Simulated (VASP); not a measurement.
# Li2S (Fm-3m) in VASP: notebook

Li2S is run at these levels: LDA; tasks: single point.

Everything below comes from runs of VASP 6.6.1. Logs are shortened: lines on timing, memory, paths and dates and some standing lists are left out, and cuts for length are marked.

### Step 1. The cell of the first run

Symmetry: Fm-3m, No. 225, cubic system. Conventional cell: a = 5.689 Å, b = 5.689 Å, c = 5.689 Å, α = 90.00°, β = 90.00°, γ = 90.00°. Li (site symmetry -43m) has 4 S at 2.46 Å and 6 Li at 2.84 Å within 3.3 Å. S (site symmetry m-3m) has 8 Li at 2.46 Å within 3.3 Å.

### Step 2. Single point, LDA

Input file INCAR:

```
SYSTEM = Li2S
ALGO = Normal ; EDIFF = 1E-6
ENCUT = 750 ; GGA = CA
GGA_COMPAT = .False. ; ISIF = 2
ISMEAR = 0 ; LASPH = .True.
LCHARG = .True. ; LELF = .True.
LREAL = .False. ; LVHAR = .True.
LWAVE = .False. ; NBANDS = 13
NELM = 120 ; PREC = Accurate
SIGMA = 0.01
```

Input file KPOINTS:

```
k-points
0
Gamma
  5 5 5
  0 0 0
```

Input file POSCAR:

```
Li2S
1.0
    0.0000000000      2.8445000000      2.8445000000
    2.8445000000      0.0000000000      2.8445000000
    2.8445000000      2.8445000000      0.0000000000
Li S
2 1
Direct
    0.2500000000      0.2500000000      0.2500000000
    0.7500000000      0.7500000000      0.7500000000
    0.0000000000      0.0000000000      0.0000000000
```

Potentials or basis: VASP PAW LDA potentials, release 64 (Li_sv, S).

Run with:

```sh
$ cat potpaw_LDA.64/Li_sv/POTCAR potpaw_LDA.64/S/POTCAR > POTCAR
$ mpirun -np 1 vasp_std > vasp.out
```

OUTCAR:

```text
SYSTEM = Li2S
   EDIFF = 1E-6
   ENCUT = 750
   GGA = CA
   ISIF = 2
   ISMEAR = 0
   LASPH = .True.
   LREAL = .False.
   NELM = 120
   PREC = Accurate

 ion  position               nearest neighbor table
   1  0.250  0.250  0.250-   3 2.46   3 2.46   3 2.46   3 2.46
   2  0.750  0.750  0.750-   3 2.46   3 2.46   3 2.46   3 2.46
   3  0.000  0.000  0.000-   2 2.46   2 2.46   2 2.46   1 2.46   2 2.46   1 2.46   1 2.46   1 2.46

  LATTYP: Found a face centered cubic cell.
 ALAT       =     5.6890000000

  Lattice vectors:

 A1 = (   0.0000000000,   2.8445000000,   2.8445000000)
 A2 = (   2.8445000000,   0.0000000000,   2.8445000000)
 A3 = (   2.8445000000,   2.8445000000,   0.0000000000)

Analysis of symmetry for initial positions (statically):
=====================================================================
 Subroutine PRICEL returns:
 Original cell was already a primitive cell.

 Routine SETGRP: Setting up the symmetry group for a
 face centered cubic supercell.

 Subroutine GETGRP returns: Found 48 space group operations
 (whereof 48 operations were pure point group operations)
 out of a pool of 48 trial point group operations.

The static configuration has the point symmetry O_h .

Analysis of symmetry for dynamics (positions and initial velocities):
=====================================================================
 Subroutine PRICEL returns:
 Original cell was already a primitive cell.

 Routine SETGRP: Setting up the symmetry group for a
 face centered cubic supercell.

 Subroutine GETGRP returns: Found 48 space group operations
 (whereof 48 operations were pure point group operations)
 out of a pool of 48 trial point group operations.

The dynamic configuration has the point symmetry O_h .

 Subroutine INISYM returns: Found 48 space group operations
 (whereof 48 operations are pure point group operations),
 and found     1 'primitive' translations

----------------------------------------------------------------------------------------

                                     Primitive cell

  volume of cell :      46.0307

  direct lattice vectors                    reciprocal lattice vectors
     0.000000000  2.844500000  2.844500000    -0.175777817  0.175777817  0.175777817
     2.844500000  0.000000000  2.844500000     0.175777817 -0.175777817  0.175777817
     2.844500000  2.844500000  0.000000000     0.175777817  0.175777817 -0.175777817

  length of vectors
     4.022730478  4.022730478  4.022730478     0.304456110  0.304456110  0.304456110

  position of ions in fractional coordinates (direct lattice)
     0.250000000  0.250000000  0.250000000
     0.750000000  0.750000000  0.750000000
     0.000000000  0.000000000  0.000000000

  ion indices of the primitive-cell ions
   primitive index   ion index
                 1           1
                 2           2
                 3           3

----------------------------------------------------------------------------------------

 KPOINTS: k-points

Automatic generation of k-mesh.
 Grid dimensions read from file:
 generate k-points for:    5    5    5

 Generating k-lattice:

  Cartesian coordinates                     Fractional coordinates (reciprocal lattice)
    -0.035155563  0.035155563  0.035155563     0.200000000  0.000000000  0.000000000
     0.035155563 -0.035155563  0.035155563     0.000000000  0.200000000  0.000000000
     0.035155563  0.035155563 -0.035155563     0.000000000  0.000000000  0.200000000

  Length of vectors
     0.060891222  0.060891222  0.060891222

  Shift w.r.t. Gamma in fractional coordinates (k-lattice)
     0.000000000  0.000000000  0.000000000

 Subroutine IBZKPT returns following result:
 ===========================================

 Found     10 irreducible k-points:

 Following reciprocal coordinates:
            Coordinates               Weight
  0.000000  0.000000  0.000000      1.000000
  0.200000  0.000000  0.000000      8.000000
  0.400000  0.000000  0.000000      8.000000
  0.200000  0.200000  0.000000      6.000000
  0.400000  0.200000  0.000000     24.000000
 -0.400000  0.200000  0.000000     24.000000
 -0.200000  0.200000  0.000000     12.000000
  0.400000  0.400000  0.000000      6.000000
 -0.400000  0.400000  0.000000     12.000000
 -0.400000  0.400000  0.200000     24.000000
   k-points           NKPTS =     10   k-points in BZ     NKDIM =     10   number of bands    NBANDS=     13
   number of dos      NEDOS =    301   number of ions     NIONS =      3
   total plane-waves  NPLWV =  46656
   dimension x,y,z NGX =    36 NGY =   36 NGZ =   36
   dimension x,y,z NGXF=    72 NGYF=   72 NGZF=   72
   ions per type =               2   1
   NGX,Y,Z   is equivalent  to a cutoff of  14.88, 14.88, 14.88 a.u.
   NGXF,Y,Z  is equivalent  to a cutoff of  29.76, 29.76, 29.76 a.u.
 SYSTEM =  Li2S
   PREC   = accura    normal or accurate (medium, high low for compatibility)
   ISTART =      0    job   : 0-new  1-cont  2-samecut
   ICHARG =      2    charge: 1-file 2-atom 10-const
   ISPIN  =      1    spin polarized calculation?
   LNONCOLLINEAR =      F non collinear calculations
   LSORBIT =      F    spin-orbit coupling
   LASPH  =      T    aspherical Exc in radial PAW
   ENCUT  =  750.0 eV  55.12 Ry    7.42 a.u.   8.98  8.98  8.98*2*pi/ulx,y,z
   NELM   =    120;   NELMIN=  2; NELMDL= -5     # of ELM steps
   EDIFF  = 0.1E-05   stopping-criterion for ELM
   LREAL  =      F    real-space projection
   EDIFFG = 0.1E-04   stopping-criterion for IOM
   NSW    =      0    number of steps for IOM
   IBRION =     -1    ionic relax: 0-MD 1-quasi-New 2-CG
   NFREE  =      0    steps in history (QN), initial steepest desc. (CG)
   ISIF   =      2    stress and relaxation
   ISYM   =      2    0-nonsym 1-usesym 2-fastsym
   POTIM  = 0.5000    time-step for ionic-motion
   TEBEG  =    0.0;   TEEND  =   0.0 temperature during run
   PSTRESS=    0.0 pullay stress
   NELECT =      12.0000    total number of electrons
   NUPDOWN=      -1.0000    fix difference up-down
   EMIN   =  10.00;   EMAX   =-10.00  energy-range for DOS
   EFERMI =   0.00;   METHOD = LEGACY
   ISMEAR =     0;   SIGMA  =   0.01  broadening in eV -4-tet -1-fermi 0-gaus
   EFERMI_NEDOS =   21; number of points for ismear=-14 and -15
   IALGO  =     38    algorithm
   IMIX   =      4    mixing-type and parameters
     AMIX     =   0.40;   BMIX     =  1.00
     AMIX_MAG =   1.60;   BMIX_MAG =  1.00
  volume/ion in A,a.u.               =      15.34       103.54
  Fermi-wavevector in a.u.,A,eV,Ry     =   1.045810  1.976294 14.880934  1.093718
  Thomas-Fermi vector in A             =   2.180621
   LORBIT       =      0    0 simple, 1 ext, 2 COOP (PROOUT), +10 PAW based schemes
   GGA     = CA    functional components
   LHFCALC =     F    Hartree Fock is set to
   AEXX    =    0.0000 exact exchange contribution
   IVDW    =     0    specifies the selected vdW correction
   LEPSILON=     F    determine dielectric tensor
   LRPA    =     F    only Hartree local field effects (RPA)
 non-spin polarized calculation
 Gauss-broadening in eV      SIGMA  =   0.01
  energy-cutoff  :      750.00
  volume of cell :       46.03
 maximum number of plane-waves:      2156
   NGX = 17   NGY = 17   NGZ = 17

 number of electron      11.9999998 magnetization

 Free energy of the ion-electron system (eV)
  ---------------------------------------------------
  ext. energy  EPLUGINS =         0.00000000
  ---------------------------------------------------
  free energy    TOTEN  =       -12.98733210 eV

  energy without entropy =      -12.98733210  energy(sigma->0) =      -12.98733210

 E-fermi :   1.5581     XC(G=0):  -8.8398

 val. band max:        1.4134963252   @ k =   0.0000   0.0000   0.0000
 cond. band min:       4.8664029897   @ k =   0.4000   0.4000   0.0000
 fundamental gap:      3.4529066645
 Fermi energy:         1.5581367742

 k-point     1 :       0.0000    0.0000    0.0000
  band No.  band energies     occupation
      1     -41.7780      2.00000
      2     -41.7289      2.00000
      3      -9.5736      2.00000
      4       1.4135      2.00000
      5       1.4135      2.00000
      6       1.4135      2.00000
      7       5.5004      0.00000
      8       7.4310      0.00000
      9       7.4310      0.00000
     10       7.4310      0.00000
     11      12.5476      0.00000
     12      12.5476      0.00000
     13      13.5672      0.00000

 k-point     2 :       0.2000    0.0000    0.0000
  band No.  band energies     occupation
      1     -41.7730      2.00000
      2     -41.7332      2.00000
      3      -9.4350      2.00000
      4       0.1214      2.00000
      5       1.2059      2.00000
      6       1.2059      2.00000
      7       6.3455      0.00000
      8       7.9102      0.00000
      9       7.9102      0.00000
     10       8.3002      0.00000
     11      11.0980      0.00000
     12      11.0980      0.00000
     13      13.9953      0.00000

 k-point     3 :       0.4000    0.0000    0.0000
  band No.  band energies     occupation
      1     -41.7602      2.00000
      2     -41.7450      2.00000
      3      -9.1814      2.00000
      4      -1.3249      2.00000
      5       0.9280      2.00000
      6       0.9280      2.00000
      7       7.2121      0.00000
      8       7.8699      0.00000
      9       7.8700      0.00000
     10       9.4726      0.00000
     11      12.5191      0.00000
     12      12.5191      0.00000
     13      14.9196      0.00000

 k-point     4 :       0.2000    0.2000    0.0000
  band No.  band energies     occupation
      1     -41.7719      2.00000
      2     -41.7341      2.00000
      3      -9.3908      2.00000
      4       0.3863      2.00000
      5       0.7969      2.00000
      6       0.7969      2.00000
      7       6.2500      0.00000
      8       7.7478      0.00000
      9       8.6296      0.00000
     10       8.6296      0.00000
     11       9.9766      0.00000
     12      13.1936      0.00000
     13      14.9382      0.00000

 k-point     5 :       0.4000    0.2000    0.0000
  band No.  band energies     occupation
      1     -41.7632      2.00000
      2     -41.7418      2.00000
      3      -9.1742      2.00000
      4      -0.8130      2.00000
      5       0.4897      2.00000
      6       0.4971      2.00000
      7       6.3489      0.00000
      8       8.6995      0.00000
      9       8.8451      0.00000
     10       9.1347      0.00000
     11      11.5692      0.00000
     12      13.9380      0.00000
     13      15.3001      0.00000

 k-point     6 :      -0.4000    0.2000    0.0000
  band No.  band energies     occupation
      1     -41.7539      2.00000
      2     -41.7508      2.00000
      3      -9.0793      2.00000
      4      -1.2631      2.00000
      5       0.1347      2.00000
      6       0.6379      2.00000
      7       6.9489      0.00000
      8       8.4348      0.00000
      9       8.8915      0.00000
     10      10.3407      0.00000
     11      11.8594      0.00000
     12      12.1655      0.00000
     13      15.1969      0.00000

 k-point     7 :      -0.2000    0.2000    0.0000
  band No.  band energies     occupation
      1     -41.7660      2.00000
      2     -41.7395      2.00000
      3      -9.2553      2.00000
      4      -0.5928      2.00000
      5       0.3393      2.00000
      6       1.0771      2.00000
      7       7.3129      0.00000
      8       7.8237      0.00000
      9       8.7957      0.00000
     10       9.0770      0.00000
     11       9.6071      0.00000
     12      13.6024      0.00000
     13      15.4251      0.00000

 k-point     8 :       0.4000    0.4000    0.0000
  band No.  band energies     occupation
      1     -41.7620      2.00000
      2     -41.7426      2.00000
      3      -9.0665      2.00000
      4      -0.6466      2.00000
      5       0.0487      2.00000
      6       0.0487      2.00000
      7       4.8664      0.00000
      8       8.2947      0.00000
      9      11.1945      0.00000
     10      11.1945      0.00000
     11      12.3940      0.00000
     12      14.8755      0.00000
     13      15.0521      0.00000

 k-point     9 :      -0.4000    0.4000    0.0000
  band No.  band energies     occupation
      1     -41.7572      2.00000
      2     -41.7471      2.00000
      3      -9.0047      2.00000
      4      -0.6654      2.00000
      5      -0.5584      2.00000
      6       0.1223      2.00000
      7       5.4592      0.00000
      8       9.0406      0.00000
      9      10.9987      0.00000
     10      11.1900      0.00000
     11      12.1287      0.00000
     12      12.4770      0.00000
     13      14.8535      0.00000

 k-point    10 :      -0.4000    0.4000    0.2000
  band No.  band energies     occupation
      1     -41.7563      2.00000
      2     -41.7482      2.00000
      3      -9.0337      2.00000
      4      -0.8418      2.00000
      5      -0.2529      2.00000
      6       0.0999      2.00000
      7       6.5690      0.00000
      8       8.4677      0.00000
      9       9.4841      0.00000
     10      11.4524      0.00000
     11      11.6145      0.00000
     12      12.5083      0.00000
     13      15.2532      0.00000

------------------------ aborting loop because EDIFF is reached ----------------------------------------

  FORCE on cell =-STRESS in cart. coord.  units (eV):
  Direction    XX          YY          ZZ          XY          YZ          ZX
  --------------------------------------------------------------------------------------
  -------------------------------------------------------------------------------------
  Total       -0.7812313     -0.7812313     -0.7812313      0.0000000      0.0000000      0.0000000
  in kB      -27.1920787    -27.1920787    -27.1920787      0.0000000      0.0000000      0.0000000
  external PRESSURE =     -27.1920787 kB  Pullay stress =       0.0000000 kB

 VOLUME and BASIS-vectors are now :
 -----------------------------------------------------------------------------
  energy-cutoff  :      750.00
  volume of cell :       46.03
      direct lattice vectors                 reciprocal lattice vectors
     0.000000000  2.844500000  2.844500000    -0.175777817  0.175777817  0.175777817
     2.844500000  0.000000000  2.844500000     0.175777817 -0.175777817  0.175777817
     2.844500000  2.844500000  0.000000000     0.175777817  0.175777817 -0.175777817

 POSITION                                       TOTAL-FORCE (eV/Angst)
 -----------------------------------------------------------------------------------
      1.42225      1.42225      1.42225        -0.000000     -0.000000     -0.000000
      4.26675      4.26675      4.26675         0.000000      0.000000      0.000000
      0.00000      0.00000      0.00000        -0.000000     -0.000000      0.000000
 -----------------------------------------------------------------------------------
    total drift:                                0.000000      0.000000      0.000000

  FREE ENERGIE OF THE ION-ELECTRON SYSTEM (eV)
  ---------------------------------------------------
  free  energy   TOTEN  =       -12.9873320955 eV

  energy  without entropy=      -12.9873320955  energy(sigma->0) =      -12.98733210
```

Wall time 18 s (1 thread of Intel Xeon 8259CL, shared host); peak memory 0.16 GiB.

What came out:

| Item | Value |
| --- | --- |
| Free energy | -12.9873 eV |
| Pressure | -2.7 GPa |
| Band gap on the k mesh | 3.45 eV, indirect (least direct gap 4.09 eV) |

A k mesh can miss the band edges.

### Step 3. Single point, LDA

Input file INCAR:

```
PREC = Accurate ; ENCUT = 750
EDIFF = 1E-6 ; ISMEAR = 0
SIGMA = 0.01 ; LREAL = F
LASPH = T ; NELM = 120
ALGO = Normal ; ISIF = 2
LWAVE = F ; LCHARG = F
NBANDS = 13 ; GGA_COMPAT = F
```

Input file KPOINTS:

```
regular mesh
0
Gamma
  5 5 5
```

POSCAR is that of step 2.

Potentials or basis: VASP PAW LDA potentials, release 64 (Li_sv, S).

Run with:

```sh
$ cat potpaw_LDA.64/Li_sv/POTCAR potpaw_LDA.64/S/POTCAR > POTCAR
$ mpirun -np 1 vasp_std > vasp.out
```

OUTCAR:

```text
PREC = Accurate
   ENCUT = 750
   EDIFF = 1E-6
   ISMEAR = 0
   LREAL = F
   LASPH = T
   NELM = 120
   ISIF = 2

 ion  position               nearest neighbor table
   1  0.250  0.250  0.250-   3 2.46   3 2.46   3 2.46   3 2.46
   2  0.750  0.750  0.750-   3 2.46   3 2.46   3 2.46   3 2.46
   3  0.000  0.000  0.000-   2 2.46   2 2.46   2 2.46   1 2.46   2 2.46   1 2.46   1 2.46   1 2.46

  LATTYP: Found a face centered cubic cell.
 ALAT       =     5.6890000000

  Lattice vectors:

 A1 = (   0.0000000000,   2.8445000000,   2.8445000000)
 A2 = (   2.8445000000,   0.0000000000,   2.8445000000)
 A3 = (   2.8445000000,   2.8445000000,   0.0000000000)

Analysis of symmetry for initial positions (statically):
=====================================================================
 Subroutine PRICEL returns:
 Original cell was already a primitive cell.

 Routine SETGRP: Setting up the symmetry group for a
 face centered cubic supercell.

 Subroutine GETGRP returns: Found 48 space group operations
 (whereof 48 operations were pure point group operations)
 out of a pool of 48 trial point group operations.

The static configuration has the point symmetry O_h .

[... 164 lines left out ...]
      9       7.4310      0.00000
     10       7.4310      0.00000
     11      12.5476      0.00000
     12      12.5476      0.00000
     13      13.5672      0.00000
[... 130 lines left out ...]
  band No.  band energies     occupation
      1     -41.7563      2.00000
      2     -41.7482      2.00000
      3      -9.0337      2.00000
      4      -0.8418      2.00000
      5      -0.2529      2.00000
      6       0.0999      2.00000
      7       6.5690      0.00000
      8       8.4677      0.00000
      9       9.4841      0.00000
     10      11.4524      0.00000
     11      11.6145      0.00000
     12      12.5083      0.00000
     13      15.2532      0.00000

------------------------ aborting loop because EDIFF is reached ----------------------------------------

  FORCE on cell =-STRESS in cart. coord.  units (eV):
  Direction    XX          YY          ZZ          XY          YZ          ZX
  --------------------------------------------------------------------------------------
  -------------------------------------------------------------------------------------
  Total       -0.7812313     -0.7812313     -0.7812313      0.0000000      0.0000000      0.0000000
  in kB      -27.1920787    -27.1920787    -27.1920787      0.0000000      0.0000000      0.0000000
  external PRESSURE =     -27.1920787 kB  Pullay stress =       0.0000000 kB

 VOLUME and BASIS-vectors are now :
 -----------------------------------------------------------------------------
  energy-cutoff  :      750.00
  volume of cell :       46.03
      direct lattice vectors                 reciprocal lattice vectors
     0.000000000  2.844500000  2.844500000    -0.175777817  0.175777817  0.175777817
     2.844500000  0.000000000  2.844500000     0.175777817 -0.175777817  0.175777817
     2.844500000  2.844500000  0.000000000     0.175777817  0.175777817 -0.175777817

 POSITION                                       TOTAL-FORCE (eV/Angst)
 -----------------------------------------------------------------------------------
      1.42225      1.42225      1.42225        -0.000000     -0.000000     -0.000000
      4.26675      4.26675      4.26675         0.000000      0.000000      0.000000
      0.00000      0.00000      0.00000        -0.000000     -0.000000      0.000000
 -----------------------------------------------------------------------------------
    total drift:                                0.000000      0.000000      0.000000

  FREE ENERGIE OF THE ION-ELECTRON SYSTEM (eV)
  ---------------------------------------------------
  free  energy   TOTEN  =       -12.9873320955 eV

  energy  without entropy=      -12.9873320955  energy(sigma->0) =      -12.98733210
```

stdout:

```text
POSCAR found type information on POSCAR LiS
 POSCAR found :  2 types and       3 ions
 scaLAPACK will be used
 LDA part: xc-table for (Slater(with rela. corr.)+CA(PZ))
 , standard interpolation
 POSCAR, INCAR and KPOINTS ok, starting setup
 FFT: planning ... GRIDC
 FFT: planning ... GRID_SOFT
 FFT: planning ... GRID
 WAVECAR not read
 entering main loop
```

It took 18 s on 1 thread of Intel Xeon 8259CL, shared host; peak memory 0.16 GiB.

Results:

```
Free energy            : -12.9873 eV
Pressure               : -2.7 GPa
Band gap on the k mesh : 3.45 eV, indirect (least direct gap 4.09 eV)
```

Levels at points of the mesh, in eV from the valence-band top:
```tsv
k point	band 2	band 3	band 4	band 5	band 6	band 7	band 8	band 9	band 10	band 11
(0.00, 0.00, 0.00)	-43.14	-10.99	0.00	0.00	0.00	4.09	6.02	6.02	6.02	11.13
```
